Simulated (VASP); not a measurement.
# CdS (Greenockite) (P6_3mc) in VASP: a series of runs

CdS (Greenockite) is run at these levels: BLYP; tasks: single point.

Program: VASP 6.6.1. These are calculated values, not measurements. Logs are shortened: lines on timing, memory, paths and dates and some standing lists are left out, and cuts for length are marked.

## (1) The cell of the first run

Symmetry: P6_3mc, No. 186, hexagonal system. Conventional cell: a = 4.177 Å, b = 4.177 Å, c = 6.782 Å, α = 90.00°, β = 90.00°, γ = 120.00°. Within 3.4 Å of Cd (site symmetry 3m) lie 4 S at 2.54 to 2.56 Å. Within 3.4 Å of S (site symmetry 3m) lie 4 Cd at 2.54 to 2.56 Å.

## (2) Single point, BLYP

Contents of INCAR:

```
  PREC = Accurate
  ENCUT = 520
  EDIFF = 1E-7
  ISMEAR = -1
  SIGMA = 0.05
  LREAL = False
  LASPH = True
  NELM = 100
  ALGO = Normal
  ISIF = 2
  LWAVE = False
  LCHARG = False
  GGA = B5
  ALDAX = 1.0
  AGGAX = 1.0
  AGGAC = 1.0
  ALDAC = 0.0
  NBANDS = 26
```

Contents of KPOINTS:

```
Automatic mesh
0
Gamma
  7 7 4
```

Contents of POSCAR:

```
CdS
1.0
    4.1774842447      0.0000000000      0.0000000000
   -2.0887421223      3.6178074798      0.0000000000
    0.0000000000      0.0000000000      6.7816171943
Cd S
2 2
Direct
    0.6666666667      0.3333333333      0.5000000000
    0.3333333333      0.6666666667      0.0000000000
    0.6666666667      0.3333333333      0.8750000000
    0.3333333333      0.6666666667      0.3750000000
```

Potentials or basis: VASP PAW PBE potentials, release 64 (Cd, S).

Command:

```sh
cat potpaw_PBE.64/Cd/POTCAR potpaw_PBE.64/S/POTCAR > POTCAR
mpirun -np 1 vasp_std > vasp.out
```

OUTCAR:

```text
PREC = Accurate
   ENCUT = 520
   EDIFF = 1E-7
   ISMEAR = -1
   LREAL = False
   LASPH = True
   NELM = 100
   ISIF = 2
   GGA = B5

 ion  position               nearest neighbor table
   1  0.667  0.333  0.500-   3 2.54   4 2.56   4 2.56   4 2.56
   2  0.333  0.667  0.000-   4 2.54   3 2.56   3 2.56   3 2.56
   3  0.667  0.333  0.875-   1 2.54   2 2.56   2 2.56   2 2.56
   4  0.333  0.667  0.375-   2 2.54   1 2.56   1 2.56   1 2.56

  LATTYP: Found a hexagonal cell.
 ALAT       =     4.1774842447
 C/A-ratio  =     1.6233734940

  Lattice vectors:

 A1 = (   4.1774842447,   0.0000000000,   0.0000000000)
 A2 = (  -2.0887421223,   3.6178074798,   0.0000000000)
 A3 = (   0.0000000000,   0.0000000000,   6.7816171943)

Analysis of symmetry for initial positions (statically):
=====================================================================
 Subroutine PRICEL returns:
 Original cell was already a primitive cell.

 Routine SETGRP: Setting up the symmetry group for a
 hexagonal supercell.

 Subroutine GETGRP returns: Found 12 space group operations
 (whereof  6 operations were pure point group operations)
 out of a pool of 24 trial point group operations.

The static configuration has the point symmetry C_3v.
 The point group associated with its full space group is C_6v.

Analysis of symmetry for dynamics (positions and initial velocities):
=====================================================================
 Subroutine PRICEL returns:
 Original cell was already a primitive cell.

 Routine SETGRP: Setting up the symmetry group for a
 hexagonal supercell.

 Subroutine GETGRP returns: Found 12 space group operations
 (whereof  6 operations were pure point group operations)
 out of a pool of 24 trial point group operations.

The dynamic configuration has the point symmetry C_3v.
 The point group associated with its full space group is C_6v.

 Subroutine INISYM returns: Found 12 space group operations
 (whereof  6 operations are pure point group operations),
 and found     1 'primitive' translations

----------------------------------------------------------------------------------------

                                     Primitive cell

  volume of cell :     102.4928

  direct lattice vectors                    reciprocal lattice vectors
     4.177484245  0.000000000  0.000000000     0.239378521  0.138205254  0.000000000
    -2.088742122  3.617807480  0.000000000     0.000000000  0.276410507  0.000000000
     0.000000000  0.000000000  6.781617194     0.000000000  0.000000000  0.147457453

  length of vectors
     4.177484245  4.177484245  6.781617194     0.276410507  0.276410507  0.147457453

  position of ions in fractional coordinates (direct lattice)
     0.666666667  0.333333333  0.500000000
     0.333333333  0.666666667  0.000000000
     0.666666667  0.333333333  0.875000000
     0.333333333  0.666666667  0.375000000

  ion indices of the primitive-cell ions
   primitive index   ion index
                 1           1
                 2           2
                 3           3
                 4           4

----------------------------------------------------------------------------------------

 KPOINTS: Automatic mesh

Automatic generation of k-mesh.
 Grid dimensions read from file:
 generate k-points for:    7    7    4

 Generating k-lattice:

  Cartesian coordinates                     Fractional coordinates (reciprocal lattice)
     0.034196932  0.019743608  0.000000000     0.142857143  0.000000000  0.000000000
     0.000000000  0.039487215  0.000000000     0.000000000  0.142857143  0.000000000
     0.000000000  0.000000000  0.036864363     0.000000000  0.000000000  0.250000000

  Length of vectors
     0.039487215  0.039487215  0.036864363

  Shift w.r.t. Gamma in fractional coordinates (k-lattice)
     0.000000000  0.000000000  0.000000000

 Subroutine IBZKPT returns following result:
 ===========================================

 Found     24 irreducible k-points:

 Following reciprocal coordinates:
            Coordinates               Weight
  0.000000  0.000000  0.000000      1.000000
  0.142857  0.000000  0.000000      6.000000
  0.285714  0.000000  0.000000      6.000000
  0.428571  0.000000  0.000000      6.000000
  0.142857  0.142857  0.000000      6.000000
  0.285714  0.142857  0.000000     12.000000
[... 16 lines left out ...]
  0.428571  0.142857  0.500000      6.000000
  0.285714  0.285714  0.500000      6.000000
   k-points           NKPTS =     24   k-points in BZ     NKDIM =     24   number of bands    NBANDS=     26
   number of dos      NEDOS =    301   number of ions     NIONS =      4
   total plane-waves  NPLWV =  51200
   dimension x,y,z NGX =    32 NGY =   32 NGZ =   50
   dimension x,y,z NGXF=    64 NGYF=   64 NGZF=  100
   ions per type =               2   2
   NGX,Y,Z   is equivalent  to a cutoff of  12.73, 12.73, 12.26 a.u.
   NGXF,Y,Z  is equivalent  to a cutoff of  25.47, 25.47, 24.51 a.u.
 SYSTEM =  unknown system
   PREC   = accura    normal or accurate (medium, high low for compatibility)
   ISTART =      0    job   : 0-new  1-cont  2-samecut
   ICHARG =      2    charge: 1-file 2-atom 10-const
   ISPIN  =      1    spin polarized calculation?
   LNONCOLLINEAR =      F non collinear calculations
   LSORBIT =      F    spin-orbit coupling
   LASPH  =      T    aspherical Exc in radial PAW
   ENCUT  =  520.0 eV  38.22 Ry    6.18 a.u.   7.77  7.77 12.61*2*pi/ulx,y,z
   NELM   =    100;   NELMIN=  2; NELMDL= -5     # of ELM steps
   EDIFF  = 0.1E-06   stopping-criterion for ELM
   LREAL  =      F    real-space projection
   EDIFFG = 0.1E-05   stopping-criterion for IOM
   NSW    =      0    number of steps for IOM
   IBRION =     -1    ionic relax: 0-MD 1-quasi-New 2-CG
   NFREE  =      0    steps in history (QN), initial steepest desc. (CG)
   ISIF   =      2    stress and relaxation
   ISYM   =      2    0-nonsym 1-usesym 2-fastsym
   POTIM  = 0.5000    time-step for ionic-motion
   TEBEG  =    0.0;   TEEND  =   0.0 temperature during run
   PSTRESS=    0.0 pullay stress
   NELECT =      36.0000    total number of electrons
   NUPDOWN=      -1.0000    fix difference up-down
   EMIN   =  10.00;   EMAX   =-10.00  energy-range for DOS
   EFERMI =   0.00;   METHOD = LEGACY
   ISMEAR =    -1;   SIGMA  =   0.05  broadening in eV -4-tet -1-fermi 0-gaus
   EFERMI_NEDOS =   21; number of points for ismear=-14 and -15
   IALGO  =     38    algorithm
   IMIX   =      4    mixing-type and parameters
     AMIX     =   0.40;   BMIX     =  1.00
     AMIX_MAG =   1.60;   BMIX_MAG =  1.00
  volume/ion in A,a.u.               =      25.62       172.91
  Fermi-wavevector in a.u.,A,eV,Ry     =   1.155078  2.182780 18.152950  1.334204
  Thomas-Fermi vector in A             =   2.291709
   LORBIT       =      0    0 simple, 1 ext, 2 COOP (PROOUT), +10 PAW based schemes
   GGA     = B5    functional components
   LHFCALC =     F    Hartree Fock is set to
   AEXX    =    0.0000 exact exchange contribution
   IVDW    =     0    specifies the selected vdW correction
   LEPSILON=     F    determine dielectric tensor
   LRPA    =     F    only Hartree local field effects (RPA)
 non-spin polarized calculation
  energy-cutoff  :      520.00
  volume of cell :      102.49
 maximum number of plane-waves:      2800
 NGX is ok and might be reduce to    32
   NGX = 15   NGY = 15   NGZ = 25

 number of electron      35.9999999 magnetization

 Free energy of the ion-electron system (eV)
  ---------------------------------------------------
  ext. energy  EPLUGINS =         0.00000000
  ---------------------------------------------------
  free energy    TOTEN  =       -10.32647628 eV

  energy without entropy =      -10.32647592  energy(sigma->0) =      -10.32647610

 E-fermi :   2.0069     XC(G=0):  -8.5287

 val. band max:        1.4197261139   @ k =   0.0000   0.0000   0.0000
 cond. band min:       2.5306700769   @ k =   0.0000   0.0000   0.0000
 fundamental gap:      1.1109439630
 Fermi energy:         2.0068591491

 k-point     1 :       0.0000    0.0000    0.0000
  band No.  band energies     occupation
      1     -10.7509      2.00000
      2     -10.3528      2.00000
      3      -6.2362      2.00000
      4      -6.2155      2.00000
      5      -6.2155      2.00000
      6      -6.1353      2.00000
[... 18 lines left out ...]
     25       9.0018      0.00000
     26       9.0825      0.00000

 k-point     2 :       0.1429    0.0000    0.0000
  band No.  band energies     occupation
      1     -10.6858      2.00000
      2     -10.3250      2.00000
      3      -6.2126      2.00000
      4      -6.1902      2.00000
      5      -6.1652      2.00000
      6      -6.1048      2.00000
[... 18 lines left out ...]
     25       8.9561      0.00000
     26       9.4125      0.00000

 k-point     3 :       0.2857    0.0000    0.0000
  band No.  band energies     occupation
      1     -10.5315      2.00000
      2     -10.2699      2.00000
      3      -6.1649      2.00000
      4      -6.1440      2.00000
      5      -6.0510      2.00000
      6      -6.0165      2.00000
[... 18 lines left out ...]
     25       9.6677      0.00000
     26       9.9345      0.00000

 k-point     4 :       0.4286    0.0000    0.0000
  band No.  band energies     occupation
      1     -10.3908      2.00000
      2     -10.2424      2.00000
      3      -6.1389      2.00000
      4      -6.1206      2.00000
      5      -5.9738      2.00000
      6      -5.9536      2.00000
[... 18 lines left out ...]
     25       9.8938      0.00000
     26      11.0685      0.00000

 k-point     5 :       0.1429    0.1429    0.0000
  band No.  band energies     occupation
      1     -10.5759      2.00000
      2     -10.2839      2.00000
      3      -6.1707      2.00000
      4      -6.1609      2.00000
      5      -6.0723      2.00000
      6      -6.0603      2.00000
[... 18 lines left out ...]
     25       9.4076      0.00000
     26       9.9129      0.00000

 k-point     6 :       0.2857    0.1429    0.0000
  band No.  band energies     occupation
      1     -10.4254      2.00000
      2     -10.2461      2.00000
      3      -6.1441      2.00000
      4      -6.1187      2.00000
      5      -5.9962      2.00000
      6      -5.9798      2.00000
[... 427 lines left out ...]
 k-point    21 :       0.1429    0.1429    0.5000
  band No.  band energies     occupation
      1     -10.4225      2.00000
      2     -10.4225      2.00000
      3      -6.1189      2.00000
      4      -6.1189      2.00000
      5      -6.0994      2.00000
      6      -6.0994      2.00000
[... 18 lines left out ...]
     25       9.2586      0.00000
     26       9.2586      0.00000

 k-point    22 :       0.2857    0.1429    0.5000
  band No.  band energies     occupation
      1     -10.3266      2.00000
      2     -10.3266      2.00000
      3      -6.0927      2.00000
      4      -6.0927      2.00000
      5      -6.0479      2.00000
      6      -6.0479      2.00000
[... 18 lines left out ...]
     25       9.6370      0.00000
     26       9.6370      0.00000

 k-point    23 :       0.4286    0.1429    0.5000
  band No.  band energies     occupation
      1     -10.2843      2.00000
      2     -10.2843      2.00000
      3      -6.0870      2.00000
      4      -6.0870      2.00000
      5      -6.0320      2.00000
      6      -6.0320      2.00000
[... 18 lines left out ...]
     25      10.1069      0.00000
     26      10.1069      0.00000

 k-point    24 :       0.2857    0.2857    0.5000
  band No.  band energies     occupation
      1     -10.2747      2.00000
      2     -10.2747      2.00000
      3      -6.0654      2.00000
      4      -6.0654      2.00000
      5      -6.0354      2.00000
      6      -6.0354      2.00000
[... 18 lines left out ...]
     25      10.1385      0.00000
     26      10.1385      0.00000

------------------------ aborting loop because EDIFF is reached ----------------------------------------

  FORCE on cell =-STRESS in cart. coord.  units (eV):
  Direction    XX          YY          ZZ          XY          YZ          ZX
  --------------------------------------------------------------------------------------
  -------------------------------------------------------------------------------------
  Total        2.5989082      2.5989082      3.0867012      0.0000000      0.0000000      0.0000000
  in kB       40.6263668     40.6263668     48.2515906      0.0000000      0.0000000      0.0000000
  external PRESSURE =      43.1681080 kB  Pullay stress =       0.0000000 kB

 VOLUME and BASIS-vectors are now :
 -----------------------------------------------------------------------------
  energy-cutoff  :      520.00
  volume of cell :      102.49
      direct lattice vectors                 reciprocal lattice vectors
     4.177484245  0.000000000  0.000000000     0.239378521  0.138205254  0.000000000
    -2.088742122  3.617807480  0.000000000     0.000000000  0.276410507  0.000000000
     0.000000000  0.000000000  6.781617194     0.000000000  0.000000000  0.147457453

 POSITION                                       TOTAL-FORCE (eV/Angst)
 -----------------------------------------------------------------------------------
      2.08874      1.20594      3.39081         0.000000      0.000000     -0.063982
     -0.00000      2.41187      0.00000        -0.000000      0.000000     -0.063982
      2.08874      1.20594      5.93392         0.000000     -0.000000      0.063982
     -0.00000      2.41187      2.54311         0.000000      0.000000      0.063982
 -----------------------------------------------------------------------------------
    total drift:                               -0.000000      0.000000     -0.000125

  FREE ENERGIE OF THE ION-ELECTRON SYSTEM (eV)
  ---------------------------------------------------
  free  energy   TOTEN  =       -10.3264762788 eV

  energy  without entropy=      -10.3264759163  energy(sigma->0) =      -10.32647610
```

It used 66 s of CPU time on 1 thread of Intel Xeon 6975P-C (shared host).

Results:

```
Free energy            : -10.3265 eV
Pressure               : 4.3 GPa
Largest force          : 0.064 eV/Å
Band gap on the k mesh : 1.11 eV, direct
```

Forces on the atoms (eV/Å):
```
Cd   0.000  0.000 -0.064
Cd   0.000  0.000 -0.064
S    0.000  0.000  0.064
S    0.000  0.000  0.064
```

Stress tensor (GPa, compression positive):
```
4.06 0.00 0.00
0.00 4.06 0.00
0.00 0.00 4.83
```

Levels at points of the mesh, in eV from the valence-band top:
```tsv
k point	band 15	band 16	band 17	band 18	band 19	band 20	band 21	band 22
(0.00, 0.00, 0.00)	-0.72	-0.04	0.00	0.00	1.11	2.74	6.47	6.47
(0.00, 0.00, 0.50)	-0.37	-0.37	-0.37	-0.37	2.76	2.76	6.22	6.22
```

Caveat: the PAW data sets were made with another functional, which shifts forces and pressure a little.

## (3) Single point, BLYP

This run uses another cell than the first one, of 26.13 Å³/atom, 1.020 times its volume.

Contents of INCAR:

```
PREC = Accurate
ENCUT = 520
EDIFF = 1E-6
ISMEAR = -1
SIGMA = 0.05
LREAL = F
LASPH = T
NELM = 80
ALGO = Normal
ISIF = 2
LWAVE = F
LCHARG = F
GGA = B5
ALDAX = 1.0
AGGAX = 1.0
AGGAC = 1.0
ALDAC = 0.0
NBANDS = 26
```

KPOINTS is that of step 2.

Contents of POSCAR:

```
CdS
1.0
    4.2046115259      0.0000000000      0.0000000000
   -2.1023057629      3.6413003944      0.0000000000
    0.0000000000      0.0000000000      6.8256549035
Cd S
2 2
Direct
    0.6666666667      0.3333333333      0.5000000000
    0.3333333333      0.6666666667      0.0000000000
    0.6666666667      0.3333333333      0.8750000000
    0.3333333333      0.6666666667      0.3750000000
```

Potentials or basis: VASP PAW PBE potentials, release 64 (Cd, S).

Command:

```sh
cat potpaw_PBE.64/Cd/POTCAR potpaw_PBE.64/S/POTCAR > POTCAR
mpirun -np 1 vasp_std > vasp.out
```

Run time: 99 s. Hardware: 1 thread of Intel Xeon 6975P-C, shared host; peak memory 0.24 GiB.

It converged, with:

- Free energy: -10.3734 eV
- Pressure: 3.1 GPa
- Largest force: 0.060 eV/Å
- Band gap on the k mesh: 1.06 eV, direct

Forces on the atoms (eV/Å):
```
Cd   0.000  0.000 -0.060
Cd   0.000  0.000 -0.060
S    0.000  0.000  0.060
S    0.000  0.000  0.060
```

Stress tensor (GPa, compression positive):
```
2.85 0.00 0.00
0.00 2.85 0.00
0.00 0.00 3.55
```

Levels at points of the mesh, in eV from the valence-band top:
```tsv
k point	band 15	band 16	band 17	band 18	band 19	band 20	band 21	band 22
(0.00, 0.00, 0.00)	-0.70	-0.04	0.00	0.00	1.06	2.71	6.47	6.47
(0.00, 0.00, 0.50)	-0.36	-0.36	-0.36	-0.36	2.71	2.71	6.19	6.19
```

Caveat: the PAW data sets were made with another functional, which shifts forces and pressure a little. As with any semilocal functional, this BLYP gap is likely too small.
